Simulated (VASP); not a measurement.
# Si (a cell with a defect) in VASP: further runs

The runs below take Si (a cell with a defect) through single point, relaxation of the atoms, with LDA.

Program: VASP 6.6.1. These are calculated values, not measurements. Logs are shortened: lines on timing, memory, paths and dates and some standing lists are left out, and cuts for length are marked.

**1. The cell of the first run**

The cell holds a defect, 17 atoms: a = 7.679 Å, b = 7.679 Å, c = 7.679 Å, α = 60.00°, β = 60.00°, γ = 60.00°.

**2. Single point, LDA**

The input, INCAR:

```
PREC = Accurate
ENCUT = 520
EDIFF = 1E-6
ISMEAR = 0
SIGMA = 0.05
LREAL = Auto
LASPH = T
NELM = 60
ALGO = Normal
ISIF = 2
LWAVE = F
LCHARG = F
NBANDS = 48
```

The input, KPOINTS:

```
Automatic mesh
0
Gamma
  2 2 2
```

The input, POSCAR:

```
Si
1.0
    0.0000000000      5.4300000000      5.4300000000
    5.4300000000      0.0000000000      5.4300000000
    5.4300000000      5.4300000000      0.0000000000
Si
17
Direct
    0.0021743986      0.0018831117      0.0016666669
    0.1259773312      0.1247188476      0.1242978275
    0.0024231849      0.0019646829      0.4934996551
    0.1283418129      0.1282138225      0.6214776856
    0.0022889486      0.4939621769      0.0016929794
    0.1282693563      0.6217591061      0.1280307225
   -0.0011364739      0.5004034854      0.5002192830
    0.1284104003      0.6217817660      0.6214744555
    0.4953342176      0.0015833425      0.0014382657
    0.6221549658      0.1281485508      0.1280409498
    0.5005571120     -0.0010917248      0.5001739836
    0.6223568584      0.1281128666      0.6213672141
    0.5004928473      0.5002906019     -0.0011271921
    0.6222481263      0.6215668076      0.1280134911
    0.5006101822      0.5003044668      0.5001704767
    0.6249888650      0.6250143244      0.6249721680
    0.8759693664      0.8747255652      0.8742951676
```

Potentials or basis: VASP PAW LDA potentials, release 64 (Si).

Run with:

```
cat potpaw_LDA.64/Si/POTCAR > POTCAR
mpirun -np 1 vasp_std > vasp.out
```

OUTCAR:

```text
PREC = Accurate
   ENCUT = 520
   EDIFF = 1E-6
   ISMEAR = 0
   LREAL = Auto
   LASPH = T
   NELM = 60
   ISIF = 2

 ion  position               nearest neighbor table
   1  0.002  0.002  0.002-   2 2.32  10 2.38   6 2.38   4 2.38  17 2.39
   2  0.126  0.125  0.124-   3 2.31   5 2.32   1 2.32   9 2.32
   3  0.002  0.002  0.493-   2 2.31  12 2.38   4 2.38   8 2.38  17 2.39
   4  0.128  0.128  0.621-   7 2.33  11 2.33   3 2.38   1 2.38  17 2.75
   5  0.002  0.494  0.002-   2 2.32  14 2.38   6 2.38   8 2.38  17 2.39
   6  0.128  0.622  0.128-   7 2.33  13 2.33   5 2.38   1 2.38  17 2.75
   7  0.999  0.500  0.500-   8 2.33   6 2.33   4 2.33  16 2.34
   8  0.128  0.622  0.621-   7 2.33  15 2.33   3 2.38   5 2.38  17 2.75
   9  0.495  0.002  0.001-   2 2.32  10 2.38  14 2.38  12 2.38  17 2.39
  10  0.622  0.128  0.128-  11 2.33  13 2.33   9 2.38   1 2.38  17 2.75
  11  0.501  0.999  0.500-  10 2.33  12 2.33   4 2.33  16 2.34
  12  0.622  0.128  0.621-  15 2.33  11 2.33   3 2.38   9 2.38  17 2.75
  13  0.500  0.500  0.999-  10 2.33  14 2.33   6 2.33  16 2.34
  14  0.622  0.622  0.128-  15 2.33  13 2.33   9 2.38   5 2.38  17 2.75
  15  0.501  0.500  0.500-  14 2.33  12 2.33   8 2.33  16 2.34
  16  0.625  0.625  0.625-   7 2.34  15 2.34  11 2.34  13 2.34
  17  0.876  0.875  0.874-   9 2.39   1 2.39   5 2.39   3 2.39   8 2.75   4 2.75   6 2.75  12 2.75
                            14 2.75  10 2.75

  LATTYP: Found a face centered cubic cell.
 ALAT       =    10.8600000000

  Lattice vectors:

 A1 = (   0.0000000000,   5.4300000000,   5.4300000000)
 A2 = (   5.4300000000,   0.0000000000,   5.4300000000)
 A3 = (   5.4300000000,   5.4300000000,   0.0000000000)

Analysis of symmetry for initial positions (statically):
=====================================================================
 Subroutine PRICEL returns:
 Original cell was already a primitive cell.

 Routine SETGRP: Setting up the symmetry group for a
 face centered cubic supercell.

 Subroutine GETGRP returns: Found  1 space group operations
 (whereof  1 operations were pure point group operations)
 out of a pool of 48 trial point group operations.

The static configuration has the point symmetry C_1 .

Analysis of symmetry for dynamics (positions and initial velocities):
=====================================================================
 Subroutine PRICEL returns:
 Original cell was already a primitive cell.

 Routine SETGRP: Setting up the symmetry group for a
 face centered cubic supercell.

 Subroutine GETGRP returns: Found  1 space group operations
 (whereof  1 operations were pure point group operations)
 out of a pool of 48 trial point group operations.

The dynamic configuration has the point symmetry C_1 .

 Subroutine INISYM returns: Found  1 space group operations
 (whereof  1 operations are pure point group operations),
 and found     1 'primitive' translations

----------------------------------------------------------------------------------------

                                     Primitive cell

  volume of cell :     320.2060

  direct lattice vectors                    reciprocal lattice vectors
     0.000000000  5.430000000  5.430000000    -0.092081031  0.092081031  0.092081031
     5.430000000  0.000000000  5.430000000     0.092081031 -0.092081031  0.092081031
     5.430000000  5.430000000  0.000000000     0.092081031  0.092081031 -0.092081031

  length of vectors
     7.679179644  7.679179644  7.679179644     0.159489025  0.159489025  0.159489025

  position of ions in fractional coordinates (direct lattice)
     0.002174399  0.001883112  0.001666667
     0.125977331  0.124718848  0.124297828
     0.002423185  0.001964683  0.493499655
     0.128341813  0.128213823  0.621477686
     0.002288949  0.493962177  0.001692979
     0.128269356  0.621759106  0.128030723
[... 9 lines left out ...]
     0.624988865  0.625014324  0.624972168
     0.875969366  0.874725565  0.874295168

  ion indices of the primitive-cell ions
   primitive index   ion index
                 1           1
                 2           2
                 3           3
                 4           4
                 5           5
                 6           6
[... 9 lines left out ...]
                16          16
                17          17

----------------------------------------------------------------------------------------

 KPOINTS: Automatic mesh

Automatic generation of k-mesh.
 Grid dimensions read from file:
 generate k-points for:    2    2    2

 Generating k-lattice:

  Cartesian coordinates                     Fractional coordinates (reciprocal lattice)
    -0.046040516  0.046040516  0.046040516     0.500000000  0.000000000  0.000000000
     0.046040516 -0.046040516  0.046040516     0.000000000  0.500000000  0.000000000
     0.046040516  0.046040516 -0.046040516     0.000000000  0.000000000  0.500000000

  Length of vectors
     0.079744512  0.079744512  0.079744512

  Shift w.r.t. Gamma in fractional coordinates (k-lattice)
     0.000000000  0.000000000  0.000000000

 Subroutine IBZKPT returns following result:
 ===========================================

 Found      8 irreducible k-points:

 Following reciprocal coordinates:
            Coordinates               Weight
  0.000000  0.000000  0.000000      1.000000
  0.500000  0.000000  0.000000      1.000000
  0.000000  0.500000  0.000000      1.000000
  0.000000  0.000000  0.500000      1.000000
  0.500000  0.500000  0.500000      1.000000
  0.500000  0.500000  0.000000      1.000000
  0.000000  0.500000  0.500000      1.000000
  0.500000  0.000000  0.500000      1.000000
   k-points           NKPTS =      8   k-points in BZ     NKDIM =      8   number of bands    NBANDS=     48
   number of dos      NEDOS =    301   number of ions     NIONS =     17
   total plane-waves  NPLWV = 216000
   dimension x,y,z NGX =    60 NGY =   60 NGZ =   60
   dimension x,y,z NGXF=   120 NGYF=  120 NGZF=  120
   ions per type =              17
   NGX,Y,Z   is equivalent  to a cutoff of  12.99, 12.99, 12.99 a.u.
   NGXF,Y,Z  is equivalent  to a cutoff of  25.98, 25.98, 25.98 a.u.
 SYSTEM =  unknown system
   PREC   = accura    normal or accurate (medium, high low for compatibility)
   ISTART =      0    job   : 0-new  1-cont  2-samecut
   ICHARG =      2    charge: 1-file 2-atom 10-const
   ISPIN  =      1    spin polarized calculation?
   LNONCOLLINEAR =      F non collinear calculations
   LSORBIT =      F    spin-orbit coupling
   LASPH  =      T    aspherical Exc in radial PAW
   ENCUT  =  520.0 eV  38.22 Ry    6.18 a.u.  14.28 14.28 14.28*2*pi/ulx,y,z
   NELM   =     60;   NELMIN=  2; NELMDL= -5     # of ELM steps
   EDIFF  = 0.1E-05   stopping-criterion for ELM
   LREAL  =      T    real-space projection
   EDIFFG = 0.1E-04   stopping-criterion for IOM
   NSW    =      0    number of steps for IOM
   IBRION =     -1    ionic relax: 0-MD 1-quasi-New 2-CG
   NFREE  =      0    steps in history (QN), initial steepest desc. (CG)
   ISIF   =      2    stress and relaxation
   ISYM   =      2    0-nonsym 1-usesym 2-fastsym
   POTIM  = 0.5000    time-step for ionic-motion
   TEBEG  =    0.0;   TEEND  =   0.0 temperature during run
   PSTRESS=    0.0 pullay stress
   NELECT =      68.0000    total number of electrons
   NUPDOWN=      -1.0000    fix difference up-down
   EMIN   =  10.00;   EMAX   =-10.00  energy-range for DOS
   EFERMI =   0.00;   METHOD = LEGACY
   ISMEAR =     0;   SIGMA  =   0.05  broadening in eV -4-tet -1-fermi 0-gaus
   EFERMI_NEDOS =   21; number of points for ismear=-14 and -15
   IALGO  =     38    algorithm
   IMIX   =      4    mixing-type and parameters
     AMIX     =   0.40;   BMIX     =  1.00
     AMIX_MAG =   1.60;   BMIX_MAG =  1.00
  volume/ion in A,a.u.               =      18.84       127.11
  Fermi-wavevector in a.u.,A,eV,Ry     =   0.976715  1.845724 12.979587  0.953973
  Thomas-Fermi vector in A             =   2.107356
   LORBIT       =      0    0 simple, 1 ext, 2 COOP (PROOUT), +10 PAW based schemes
   GGA     = CA    functional components
   LHFCALC =     F    Hartree Fock is set to
   AEXX    =    0.0000 exact exchange contribution
   IVDW    =     0    specifies the selected vdW correction
   LEPSILON=     F    determine dielectric tensor
   LRPA    =     F    only Hartree local field effects (RPA)
 non-spin polarized calculation
 Gauss-broadening in eV      SIGMA  =   0.05
  energy-cutoff  :      520.00
  volume of cell :      320.21
 maximum number of plane-waves:      8646
 NGX is ok and might be reduce to    60
   NGX = 29   NGY = 29   NGZ = 29

 number of electron      68.0000001 magnetization

 Free energy of the ion-electron system (eV)
  ---------------------------------------------------
  ext. energy  EPLUGINS =         0.00000000
  ---------------------------------------------------
  free energy    TOTEN  =       -97.55805847 eV

  energy without entropy =      -97.54725230  energy(sigma->0) =      -97.55265538

 E-fermi :   6.7888     XC(G=0):  -9.8492

 val. band max:        6.5727960520   @ k =   0.0000   0.0000   0.0000
 cond. band min:       6.8064130616   @ k =   0.0000   0.5000   0.5000
 fundamental gap:      0.2336170096
 Fermi energy:         6.7887606180

 k-point     1 :       0.0000    0.0000    0.0000
  band No.  band energies     occupation
      1      -6.3623      2.00000
      2      -3.8178      2.00000
      3      -3.6721      2.00000
      4      -3.6712      2.00000
      5      -3.6705      2.00000
      6      -2.8399      2.00000
[... 38 lines left out ...]
     45       8.0072      0.00000
     46       8.9671      0.00000

 k-point     2 :       0.5000    0.0000    0.0000
  band No.  band energies     occupation
      1      -5.9624      2.00000
      2      -4.9983      2.00000
      3      -3.6102      2.00000
      4      -3.4730      2.00000
      5      -3.4714      2.00000
      6      -2.9926      2.00000
[... 286 lines left out ...]
 k-point     8 :       0.5000    0.0000    0.5000
  band No.  band energies     occupation
      1      -5.8299      2.00000
      2      -4.7638      2.00000
      3      -4.0401      2.00000
      4      -3.9237      2.00000
      5      -3.9237      2.00000
      6      -3.6626      2.00000
[... 38 lines left out ...]
     45      10.0175      0.00000
     46      10.0186      0.00000
 [bands above 46 left out]

------------------------ aborting loop because EDIFF is reached ----------------------------------------

  FORCE on cell =-STRESS in cart. coord.  units (eV):
  Direction    XX          YY          ZZ          XY          YZ          ZX
  --------------------------------------------------------------------------------------
  -------------------------------------------------------------------------------------
  Total        3.4967371      3.5007743      3.5011212     -0.0012605      0.0026121      0.0029906
  in kB       17.4962140     17.5164142     17.5181501     -0.0063070      0.0130698      0.0149639
  external PRESSURE =      17.5102595 kB  Pullay stress =       0.0000000 kB

 VOLUME and BASIS-vectors are now :
 -----------------------------------------------------------------------------
  energy-cutoff  :      520.00
  volume of cell :      320.21
      direct lattice vectors                 reciprocal lattice vectors
     0.000000000  5.430000000  5.430000000    -0.092081031  0.092081031  0.092081031
     5.430000000  0.000000000  5.430000000     0.092081031 -0.092081031  0.092081031
     5.430000000  5.430000000  0.000000000     0.092081031  0.092081031 -0.092081031

 POSITION                                       TOTAL-FORCE (eV/Angst)
 -----------------------------------------------------------------------------------
      0.01928      0.02086      0.02203         0.004199      0.006379      0.009157
      1.35216      1.35899      1.36128        -0.001476      0.000141      0.000970
      2.69037      2.69286      0.02383        -0.002809     -0.000658      0.001946
      4.07082      4.07152      1.39310         0.000379      0.003458     -0.016494
      2.69141      0.02162      2.69464        -0.007319      0.004253     -0.003127
      4.07136      1.39171      4.07265        -0.001478     -0.015042      0.002383
[... 9 lines left out ...]
      6.78743      6.78729      6.78752        -0.001587      0.000365      0.001149
      9.49718      9.50394      9.50627        -0.000046      0.000534     -0.000126
 -----------------------------------------------------------------------------------
    total drift:                                0.009474     -0.002386     -0.007756

  FREE ENERGIE OF THE ION-ELECTRON SYSTEM (eV)
  ---------------------------------------------------
  free  energy   TOTEN  =       -97.5580584711 eV

  energy  without entropy=      -97.5472522972  energy(sigma->0) =      -97.55265538
```

It took 3.5 min on 1 thread of Intel Xeon 8259CL, shared host; peak memory 0.38 GiB.

What came out:

```
Free energy            : -97.5581 eV
Pressure               : 1.8 GPa
Largest force          : 0.036 eV/Å
Band gap on the k mesh : zero (bands 34 and 35 overlap by 0.24 eV)
```

Forces in eV/Å, atoms in the order of the input:
```
Si   0.004  0.006  0.009
Si  -0.001  0.000  0.001
Si  -0.003 -0.001  0.002
Si   0.000  0.003 -0.016
Si  -0.007  0.004 -0.003
Si  -0.001 -0.015  0.002
Si   0.018 -0.019 -0.018
Si   0.018  0.002  0.000
Si   0.014 -0.017 -0.015
Si  -0.024 -0.001  0.000
Si  -0.018  0.021 -0.021
Si   0.002  0.018 -0.003
Si  -0.019 -0.022  0.021
Si   0.000 -0.002  0.021
Si   0.020  0.020  0.019
Si  -0.002  0.000  0.001
Si   0.000  0.001  0.000
```

Caveat: the k points lie up to 0.50 Å⁻¹ apart.

**3. Single point, LDA**

The input, INCAR:

```
SYSTEM = Si
PREC = Accurate ; ENCUT = 520
EDIFF = 1E-6 ; ISMEAR = 0
SIGMA = 0.05 ; LREAL = Auto
LASPH = .True. ; NELM = 60
ALGO = Normal ; ISIF = 2
LWAVE = .False. ; LCHARG = .False.
NBANDS = 48
```

The input, KPOINTS:

```
regular mesh
0
Gamma
  2 2 2
  0 0 0
```

The input, POSCAR:

```
Si
1.0
    0.0000000000      5.4300000000      5.4300000000
    5.4300000000      0.0000000000      5.4300000000
    5.4300000000      5.4300000000      0.0000000000
Si
17
Direct
   -0.0000310700      0.0000234775     -0.0000296196
    0.1246887558      0.1245368128      0.1246373705
    0.0033917653      0.0027695551      0.4968081749
    0.1246420630      0.1243914645      0.6260850623
    0.0032047539      0.4967609224      0.0030051831
    0.1245516868      0.6261530251      0.1244499890
    0.0031137843      0.4965925582      0.4966333835
    0.1309474206      0.6227342482      0.6229050595
    0.4968254870      0.0028732944      0.0032959032
    0.6260790394      0.1244440219      0.1245937194
    0.4968439144      0.0025920846      0.4968026379
    0.6233958319      0.1296003520      0.6233277275
    0.4967448094      0.4966620229      0.0029234608
    0.6231027660      0.6228655695      0.1305683610
    0.5002071990      0.4989640445      0.4998570553
    0.6229273976      0.6225164929      0.6227772609
    0.7502089055      0.7489732236      0.7498684507
```

Potentials or basis: VASP PAW LDA potentials, release 64 (Si).

Run with:

```
cat potpaw_LDA.64/Si/POTCAR > POTCAR
mpirun -np 1 vasp_std > vasp.out
```

Wall time 3.7 min (1 thread of Intel Xeon 8259CL, shared host); peak memory 0.38 GiB.

The run converged. Its results:

```
Free energy            : -97.5580 eV
Pressure               : 1.7 GPa
Largest force          : 0.033 eV/Å
Band gap on the k mesh : zero (bands 34 and 35 overlap by 0.24 eV)
```

Forces in eV/Å, atoms in the order of the input:
```
Si  -0.001  0.000 -0.001
Si  -0.017 -0.021 -0.018
Si  -0.001 -0.001 -0.020
Si   0.019  0.018 -0.015
Si  -0.002 -0.014 -0.003
Si   0.017 -0.016  0.017
Si   0.016  0.003  0.001
Si  -0.008  0.003  0.003
Si  -0.024  0.000 -0.001
Si  -0.014  0.019  0.020
Si   0.002  0.017  0.003
Si   0.016 -0.018  0.016
Si   0.001  0.004  0.015
Si   0.006  0.007 -0.010
Si  -0.004  0.000 -0.003
Si  -0.001  0.001  0.001
Si  -0.004  0.000 -0.002
```

Levels at points of the mesh, in eV from the Fermi level:
```csv
k point,band 31,band 32,band 33,band 34,band 35,band 36,band 37,band 38
"(0.00, 0.00, 0.00)",-0.76,-0.76,-0.76,-0.22,-0.22,-0.22,0.06,0.06
"(0.50, 0.00, 0.00)",-1.51,-1.36,-1.35,-0.34,0.54,0.54,0.88,0.88
"(0.00, 0.50, 0.00)",-1.51,-1.36,-1.35,-0.35,0.54,0.54,0.88,0.89
"(0.00, 0.00, 0.50)",-1.51,-1.36,-1.35,-0.34,0.54,0.54,0.88,0.88
"(0.50, 0.50, 0.50)",-1.51,-1.36,-1.36,-0.34,0.54,0.55,0.88,0.88
"(0.50, 0.50, 0.00)",-1.95,-1.81,-0.97,0.02,0.73,1.03,1.03,1.14
"(0.00, 0.50, 0.50)",-1.95,-1.81,-0.97,0.02,0.73,1.03,1.03,1.14
"(0.50, 0.00, 0.50)",-1.95,-1.81,-0.97,0.02,0.73,1.03,1.03,1.14
```

Caveat: the k points lie up to 0.50 Å⁻¹ apart.

(Continued in part 2 of 2.)
